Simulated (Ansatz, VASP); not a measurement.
## Sr3Mg in VASP and in Ansatz

Contents of INCAR:

```
PREC     = Accurate       # precision mode
ENCUT    = 520            # plane-wave cutoff, eV
EDIFF    = 1E-7           # SCF threshold, eV
ISMEAR   = 0              # smearing method
SIGMA    = 0.05           # smearing width, eV
LREAL    = False          # projectors in reciprocal space
LASPH    = True           # aspherical terms in the spheres
NELM     = 80             # most SCF steps
ALGO     = Fast           # electronic algorithm
ISIF     = 2              # what is computed and relaxed
LWAVE    = False          # write WAVECAR
LCHARG   = True           # write CHGCAR
GGA      = CA             # functional
LELF     = True           # ELF
LVHAR    = True         
NBANDS   = 24             # bands
```

The input KPOINTS:

```
Automatic mesh
0
Gamma
  10 10 10
```

POSCAR

```
Sr3Mg
1.0
   -2.7647800000      2.7647800000      5.9243500000
    2.7647800000     -2.7647800000      5.9243500000
    2.7647800000      2.7647800000     -5.9243500000
Sr Mg
3 1
Direct
    0.5000000000      0.5000000000      0.0000000000
    0.2500000000      0.7500000000      0.5000000000
    0.7500000000      0.2500000000      0.5000000000
    0.0000000000      0.0000000000      0.0000000000
```

Input for Ansatz:

```yaml
crystal:
  lattice:
    - [-2.76478, 2.76478, 5.92435]
    - [2.76478, -2.76478, 5.92435]
    - [2.76478, 2.76478, -5.92435]
  atoms:
    - { symbol: Sr, position: [0.5, 0.5, 0.0] }
    - { symbol: Sr, position: [0.25, 0.75, 0.5] }
    - { symbol: Sr, position: [0.75, 0.25, 0.5] }
    - { symbol: Mg, position: [0.0, 0.0, 0.0] }
basis:
  ecutwfc: 420
  fft_grid_basis: typed
kpoints:
  mp_grid: { grid: [10, 10, 10] }
hamiltonian:
  xc: lda
scf:
  occupations: { method: gaussian, width: 0.05 }
output:
  forces: true
  stress: true
  eigenvalues: true
  bader: true
  write_density: true
  volumetric_format: npy
  elf: true
```

Alike in both runs: task single point; functional LDA; k mesh 10 × 10 × 10; occupations gaussian, width 0.05 eV; no spin polarisation.

|  | VASP | Ansatz |
| --- | --- | --- |
| version | VASP 6.6.1 | Ansatz 0.2.0 |
| potentials or method | VASP PAW LDA potentials, release 64 (Sr_sv, Mg), cutoff 520 eV | scalar-relativistic, plane waves, PAW |
| valence electrons in the cell | 32 | 40 |

```tsv
	VASP	Ansatz	Ansatz less VASP
gap on the k mesh at the Fermi level (eV)	none	none	-
pressure (GPa)	-1.5	-1.4	+0.13
traceless stress, the component that is largest in VASP (GPa)	-0.27	-0.27	+0.007
```

LDA's correlation is that of Perdew and Zunger in VASP and of Perdew and Wang (1992) in Ansatz. A gap of «none» marks a metal or a gap that the smearing closes. VASP's potentials hold 32 valence electrons a cell and Ansatz's 40, so a difference there can come from the potentials and not from the codes.
